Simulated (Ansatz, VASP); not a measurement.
# One calculation of BaTiO3, two programs

INCAR

```
SYSTEM = BaTiO3
PREC = Accurate
ENCUT = 520
EDIFF = 1E-6
ISMEAR = -1
SIGMA = 0.05
LREAL = .FALSE.
LASPH = .TRUE.
NELM = 80
ALGO = Normal
ISIF = 2
LWAVE = .FALSE.
LCHARG = .TRUE.
GGA = PE
LELF = .TRUE.
LVHAR = .TRUE.
NBANDS = 28
```

KPOINTS

```
Automatic mesh
0
G
  8 8 8
  0 0 0
```

File POSCAR:

```
BaTiO3
1.0
    4.0073000000      0.0200365000      0.0200365000
    0.0200365000      4.0073000000      0.0200365000
    0.0200365000      0.0200365000      4.0073000000
Ba Ti O
1 1 3
Direct
    0.5000000000      0.5000000000      0.5000000000
    0.0000000000      0.0000000000      0.0000000000
    0.5000000000      0.0000000000      0.0000000000
    0.0000000000      0.5000000000      0.0000000000
    0.0000000000      0.0000000000      0.5000000000
```

Input for Ansatz:

```yaml
crystal:
  lattice:
    - [4.0073, 0.0200365, 0.0200365]
    - [0.0200365, 4.0073, 0.0200365]
    - [0.0200365, 0.0200365, 4.0073]
  atoms:
    - { symbol: Ba, position: [0.5, 0.5, 0.5] }
    - { symbol: Ti, position: [0.0, 0.0, 0.0] }
    - { symbol: O, position: [0.5, 0.0, 0.0] }
    - { symbol: O, position: [0.0, 0.5, 0.0] }
    - { symbol: O, position: [0.0, 0.0, 0.5] }
kpoints:
  mp_grid: { grid: [8, 8, 8] }
  band_path:
    path:
      - [0.0, 0.0, 0.0]
      - [0.5, 0.5, 0.5]
      - [0.5098274679, 0.4901725321, 0.5]
      - [0.5, -0.4901725321, 0.4901725321]
      - [0.5, 0.0, 0.0]
      - [0.0, 0.0, 0.0]
      - [0.4950862661, -0.4950862661, 0.0]
      - [0.5049137339, 0.0, 0.4950862661]
      - [0.5, 0.0, 0.5]
    npoints: 5
scf:
  occupations: { method: fermi_dirac, width: 0.05 }
hamiltonian:
  xc: pbe
  pseudopotentials: { kind: all_electron, lapw: { basis_error: 0.001 } }
output:
  forces: true
  stress: true
  eigenvalues: true
```

Change from the starting cell: equal xy, yz and zx shear strains of +1 %.

Alike in both runs: task single point; functional PBE; k mesh 8 × 8 × 8; occupations fermi-dirac, width 0.05 eV; no spin polarisation.

```csv
,VASP,Ansatz
version,VASP 6.6.1,Ansatz 0.2.0
potentials or method,"VASP PAW PBE potentials, release 64 (Ba_sv, Ti_sv, O), cutoff 520 eV","all-electron LAPW, scalar-relativistic"
```

|  | VASP | Ansatz | Ansatz less VASP |
| --- | --- | --- | --- |
| pressure (GPa) | 3.3 | 1.5 | -1.73 |
| traceless stress, the component that is largest in VASP (GPa) | -1.24 | -1.21 | +0.037 |

Ansatz ran all-electron here, and VASP with PAW potentials.

Spin-orbit coupling is off throughout.
